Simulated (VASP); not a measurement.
# Ag (Im-3m) in VASP: a series of runs, part 2 of 2

VASP 6.6.1. Earlier steps stand in the parts before.

**3. Single point, PBE**

This run uses another cell than the first one, of 18.00 Å³/atom.

INCAR reads:

```
PREC = Accurate
ENCUT = 520
EDIFF = 1E-6
ISMEAR = -1
SIGMA = 0.06122561905347299
LREAL = F
LASPH = T
NELM = 100
ALGO = Normal
ISIF = 2
LWAVE = F
LCHARG = F
GGA = PE
NBANDS = 12
```

KPOINTS reads:

```
regular mesh
0
Gamma
  23 23 23
```

POSCAR reads:

```
Ag
1.0
   -1.6509660703      1.6509660703      1.6509660703
    1.6509660703     -1.6509660703      1.6509660703
    1.6509660703      1.6509660703     -1.6509660703
Ag
1
Direct
    0.0000000000      0.0000000000      0.0000000000
```

Potentials or basis: VASP PAW PBE potentials, release 64 (Ag).

Launch:

```
> cat potpaw_PBE.64/Ag/POTCAR > POTCAR
> mpirun -np 1 vasp_std > vasp.out
```

OUTCAR:

```text
PREC = Accurate
   ENCUT = 520
   EDIFF = 1E-6
   ISMEAR = -1
   LREAL = F
   LASPH = T
   NELM = 100
   ISIF = 2
   GGA = PE

 ion  position               nearest neighbor table
   1  0.000  0.000  0.000-

  LATTYP: Found a body centered cubic cell.
 ALAT       =     3.3019321406

  Lattice vectors:

 A1 = (  -1.6509660703,   1.6509660703,   1.6509660703)
 A2 = (   1.6509660703,  -1.6509660703,   1.6509660703)
 A3 = (   1.6509660703,   1.6509660703,  -1.6509660703)

Analysis of symmetry for initial positions (statically):
=====================================================================
 Subroutine PRICEL returns:
 Original cell was already a primitive cell.

 Routine SETGRP: Setting up the symmetry group for a
 body centered cubic supercell.

 Subroutine GETGRP returns: Found 48 space group operations
 (whereof 48 operations were pure point group operations)
 out of a pool of 48 trial point group operations.

The static configuration has the point symmetry O_h .

Analysis of symmetry for dynamics (positions and initial velocities):
=====================================================================
 Subroutine PRICEL returns:
 Original cell was already a primitive cell.

 Routine SETGRP: Setting up the symmetry group for a
 body centered cubic supercell.

 Subroutine GETGRP returns: Found 48 space group operations
 (whereof 48 operations were pure point group operations)
 out of a pool of 48 trial point group operations.

The dynamic configuration has the point symmetry O_h .

 Subroutine INISYM returns: Found 48 space group operations
 (whereof 48 operations are pure point group operations),
 and found     1 'primitive' translations

----------------------------------------------------------------------------------------

                                     Primitive cell

  volume of cell :      18.0001

  direct lattice vectors                    reciprocal lattice vectors
    -1.650966070  1.650966070  1.650966070     0.000000000  0.302852983  0.302852983
     1.650966070 -1.650966070  1.650966070     0.302852983  0.000000000  0.302852983
     1.650966070  1.650966070 -1.650966070     0.302852983  0.302852983  0.000000000

  length of vectors
     2.859557115  2.859557115  2.859557115     0.428298797  0.428298797  0.428298797

  position of ions in fractional coordinates (direct lattice)
     0.000000000  0.000000000  0.000000000

  ion indices of the primitive-cell ions
   primitive index   ion index
                 1           1

----------------------------------------------------------------------------------------

 KPOINTS: regular mesh

Automatic generation of k-mesh.
 Grid dimensions read from file:
 generate k-points for:   23   23   23

 Generating k-lattice:

  Cartesian coordinates                     Fractional coordinates (reciprocal lattice)
     0.000000000  0.013167521  0.013167521     0.043478261  0.000000000  0.000000000
     0.013167521  0.000000000  0.013167521     0.000000000  0.043478261  0.000000000
     0.013167521  0.013167521  0.000000000     0.000000000  0.000000000  0.043478261

  Length of vectors
     0.018621687  0.018621687  0.018621687

  Shift w.r.t. Gamma in fractional coordinates (k-lattice)
     0.000000000  0.000000000  0.000000000

 Subroutine IBZKPT returns following result:
 ===========================================

 Found    364 irreducible k-points:

 Following reciprocal coordinates:
            Coordinates               Weight
  0.000000  0.000000  0.000000      1.000000
  0.043478  0.000000  0.000000     12.000000
  0.086957  0.000000  0.000000     12.000000
  0.130435  0.000000  0.000000     12.000000
  0.173913  0.000000  0.000000     12.000000
  0.217391  0.000000  0.000000     12.000000
[... 16 lines left out ...]
  0.478261  0.043478  0.000000     24.000000
  0.086957  0.086957  0.000000     24.000000
 [... further k-points ...]
   k-points           NKPTS =    364   k-points in BZ     NKDIM =    364   number of bands    NBANDS=     12
   number of dos      NEDOS =    301   number of ions     NIONS =      1
   total plane-waves  NPLWV =  13824
   dimension x,y,z NGX =    24 NGY =   24 NGZ =   24
   dimension x,y,z NGXF=    48 NGYF=   48 NGZF=   48
   ions per type =               1
   NGX,Y,Z   is equivalent  to a cutoff of  13.95, 13.95, 13.95 a.u.
   NGXF,Y,Z  is equivalent  to a cutoff of  27.91, 27.91, 27.91 a.u.
 SYSTEM =  unknown system
   PREC   = accura    normal or accurate (medium, high low for compatibility)
   ISTART =      0    job   : 0-new  1-cont  2-samecut
   ICHARG =      2    charge: 1-file 2-atom 10-const
   ISPIN  =      1    spin polarized calculation?
   LNONCOLLINEAR =      F non collinear calculations
   LSORBIT =      F    spin-orbit coupling
   LASPH  =      T    aspherical Exc in radial PAW
   ENCUT  =  520.0 eV  38.22 Ry    6.18 a.u.   5.32  5.32  5.32*2*pi/ulx,y,z
   NELM   =    100;   NELMIN=  2; NELMDL= -5     # of ELM steps
   EDIFF  = 0.1E-05   stopping-criterion for ELM
   LREAL  =      F    real-space projection
   EDIFFG = 0.1E-04   stopping-criterion for IOM
   NSW    =      0    number of steps for IOM
   IBRION =     -1    ionic relax: 0-MD 1-quasi-New 2-CG
   NFREE  =      0    steps in history (QN), initial steepest desc. (CG)
   ISIF   =      2    stress and relaxation
   ISYM   =      2    0-nonsym 1-usesym 2-fastsym
   POTIM  = 0.5000    time-step for ionic-motion
   TEBEG  =    0.0;   TEEND  =   0.0 temperature during run
   PSTRESS=    0.0 pullay stress
   NELECT =      11.0000    total number of electrons
   NUPDOWN=      -1.0000    fix difference up-down
   EMIN   =  10.00;   EMAX   =-10.00  energy-range for DOS
   EFERMI =   0.00;   METHOD = LEGACY
   ISMEAR =    -1;   SIGMA  =   0.06  broadening in eV -4-tet -1-fermi 0-gaus
   EFERMI_NEDOS =   21; number of points for ismear=-14 and -15
   IALGO  =     38    algorithm
   IMIX   =      4    mixing-type and parameters
     AMIX     =   0.40;   BMIX     =  1.00
     AMIX_MAG =   1.60;   BMIX_MAG =  1.00
  volume/ion in A,a.u.               =      18.00       121.47
  Fermi-wavevector in a.u.,A,eV,Ry     =   1.389252  2.625305 26.259517  1.930020
  Thomas-Fermi vector in A             =   2.513300
   LORBIT       =      0    0 simple, 1 ext, 2 COOP (PROOUT), +10 PAW based schemes
   GGA     = PE    functional components
   LHFCALC =     F    Hartree Fock is set to
   AEXX    =    0.0000 exact exchange contribution
   IVDW    =     0    specifies the selected vdW correction
   LEPSILON=     F    determine dielectric tensor
   LRPA    =     F    only Hartree local field effects (RPA)
 non-spin polarized calculation
  energy-cutoff  :      520.00
  volume of cell :       18.00
 maximum number of plane-waves:       494
 NGX is ok and might be reduce to    24
   NGX = 11   NGY = 11   NGZ = 11

 number of electron      11.0000003 magnetization

 Free energy of the ion-electron system (eV)
  ---------------------------------------------------
  ext. energy  EPLUGINS =         0.00000000
  ---------------------------------------------------
  free energy    TOTEN  =        -2.68959893 eV

  energy without entropy =       -2.68626470  energy(sigma->0) =       -2.68793182

 E-fermi :   7.7476     XC(G=0): -11.8888

 val. band max:        7.7448762254   @ k =  -0.4348   0.4783   0.0435
 cond. band min:       7.7537194676   @ k =  -0.3913   0.4348   0.1304
 fundamental gap:      0.0088432422
 Fermi energy:         7.7476096498

 k-point     1 :       0.0000    0.0000    0.0000
  band No.  band energies     occupation
      1       0.3292      2.00000
      2       2.9732      2.00000
      3       2.9732      2.00000
      4       2.9732      2.00000
      5       4.1929      2.00000
      6       4.1929      2.00000
      7      25.4856      0.00000
      8      25.4856      0.00000
      9      25.4856      0.00000
     10      30.9769      0.00000
     11      30.9769      0.00000
     12      30.9769      0.00000

 k-point     2 :       0.0435    0.0000    0.0000
  band No.  band energies     occupation
      1       0.3894      2.00000
      2       2.9590      2.00000
      3       2.9755      2.00000
      4       3.0061      2.00000
      5       4.1771      2.00000
      6       4.1939      2.00000
      7      25.3208      0.00000
      8      25.4670      0.00000
      9      25.5217      0.00000
     10      30.0138      0.00000
     11      30.1356      0.00000
     12      30.5562      0.00000
[... 316 lines left out ...]
 k-point    24 :       0.0870    0.0870    0.0000
  band No.  band energies     occupation
      1       1.0096      2.00000
      2       2.8641      2.00000
      3       2.9239      2.00000
      4       3.3962      2.00000
      5       4.0411      2.00000
      6       4.2206      2.00000
      7      23.5770      0.00000
      8      24.1619      0.00000
      9      25.9618      0.00000
     10      26.8175      0.00000
     11      28.5858      0.00000
     12      29.6991      0.00000

 [... further k-points ...]
[... 5 lines left out ...]
  --------------------------------------------------------------------------------------
  -------------------------------------------------------------------------------------
  Total       -0.0295844     -0.0295844     -0.0295844      0.0000000      0.0000000      0.0000000
  in kB       -2.6332885     -2.6332885     -2.6332885      0.0000000      0.0000000      0.0000000
  external PRESSURE =      -2.6332885 kB  Pullay stress =       0.0000000 kB

 VOLUME and BASIS-vectors are now :
 -----------------------------------------------------------------------------
  energy-cutoff  :      520.00
  volume of cell :       18.00
      direct lattice vectors                 reciprocal lattice vectors
    -1.650966070  1.650966070  1.650966070     0.000000000  0.302852983  0.302852983
     1.650966070 -1.650966070  1.650966070     0.302852983  0.000000000  0.302852983
     1.650966070  1.650966070 -1.650966070     0.302852983  0.302852983  0.000000000

 POSITION                                       TOTAL-FORCE (eV/Angst)
 -----------------------------------------------------------------------------------
      0.00000      0.00000      0.00000         0.000000      0.000000     -0.000000
 -----------------------------------------------------------------------------------
    total drift:                               -0.000000      0.000000     -0.000000

  FREE ENERGIE OF THE ION-ELECTRON SYSTEM (eV)
  ---------------------------------------------------
  free  energy   TOTEN  =        -2.6895989342 eV

  energy  without entropy=       -2.6862646965  energy(sigma->0) =       -2.68793182
```

OSZICAR:

```text
N       E                     dE             d eps       ncg     rms          rms(c)
DAV:   1     0.511889876592E+02    0.51189E+02   -0.54474E+03  8864   0.822E+02
DAV:   2    -0.213769287137E+01   -0.53327E+02   -0.50395E+02 10176   0.191E+02
DAV:   3    -0.292390149578E+01   -0.78621E+00   -0.78585E+00 10136   0.246E+01
DAV:   4    -0.292635401383E+01   -0.24525E-02   -0.24524E-02  9920   0.144E+00
DAV:   5    -0.292637432700E+01   -0.20313E-04   -0.20313E-04 10036   0.117E-01    0.452E+00
DAV:   6    -0.269826291942E+01    0.22811E+00   -0.93740E-01  9644   0.855E+00    0.302E+00
DAV:   7    -0.269203967868E+01    0.62232E-02   -0.70998E-03  9856   0.801E-01    0.174E+00
DAV:   8    -0.268958492760E+01    0.24548E-02   -0.72612E-04  9820   0.212E-01    0.743E-02
DAV:   9    -0.268959361292E+01   -0.86853E-05   -0.83878E-06  9584   0.223E-02    0.218E-02
DAV:  10    -0.268959925104E+01   -0.56381E-05   -0.42874E-06  9936   0.199E-02    0.402E-03
DAV:  11    -0.268959893420E+01    0.31683E-06   -0.80875E-08  4940   0.239E-03
   1 F= -.26895989E+01 E0= -.26879318E+01  d E =-.333424E-02
```

Wall time 77 s (1 thread of Intel Xeon 8259CL, shared host); peak memory 0.2 GiB.

Results:

```
Free energy            : -2.6896 eV
Pressure               : -0.3 GPa
Band gap on the k mesh : zero (an odd number of electrons rules out a gap without spin polarisation)
```

**4. Single point, PBE**

This run uses another cell than the first one, of 18.36 Å³/atom.

INCAR reads:

```
ALGO = Normal
EDIFF = 1E-7
ENCUT = 520
GGA = PE
ISIF = 2
ISMEAR = -1
LASPH = T
LCHARG = T
LELF = T
LREAL = F
LVHAR = T
LWAVE = F
NBANDS = 12
NELM = 100
PREC = Accurate
SIGMA = 0.06122561905347299
```

KPOINTS reads:

```
k-points
0
Gamma
  23 23 23
```

POSCAR reads:

```
Ag
1.0
   -1.6618999391      1.6618999391      1.6618999391
    1.6618999391     -1.6618999391      1.6618999391
    1.6618999391      1.6618999391     -1.6618999391
Ag
1
Direct
    0.0000000000      0.0000000000      0.0000000000
```

Launch:

```
> cat potpaw_PBE.64/Ag/POTCAR > POTCAR
> mpirun -np 1 vasp_std > vasp.out
```

Run time: 63 s. Hardware: 1 thread of Intel Xeon 8259CL, shared host; peak memory 0.2 GiB.

It converged, with:

| Quantity | Value |
| --- | --- |
| Free energy | -2.6873 eV |
| Pressure | -1.9 GPa |
| Band gap on the k mesh | zero (an odd number of electrons rules out a gap without spin polarisation) |

Levels at points of the mesh, in eV from the Fermi level:
```csv
k point,band 2,band 3,band 4,band 5,band 6,band 7,band 8,band 9,band 10,band 11
"(0.00, 0.00, 0.00)",-4.71,-4.71,-4.71,-3.53,-3.53,17.66,17.66,17.66,22.85,22.85
```

**5. Overview**

```csv
cell,gap on the mesh (eV),pressure (GPa)
"a = 2.840 Å, angles 109.5°, 1 atom",none,1.6
"a = 2.860 Å, angles 109.5°, 1 atom",none,-0.3
"a = 2.878 Å, angles 109.5°, 1 atom",none,-1.9
```

Alike in all rows: task single point; level PBE; potentials or basis VASP PAW PBE potentials, release 64 (Ag); no spin polarisation; k mesh 23 × 23 × 23; cutoff (eV) 520; smearing fermi-dirac 0.0612256 eV.

Absolute energies hang on the potentials; compare differences alone.
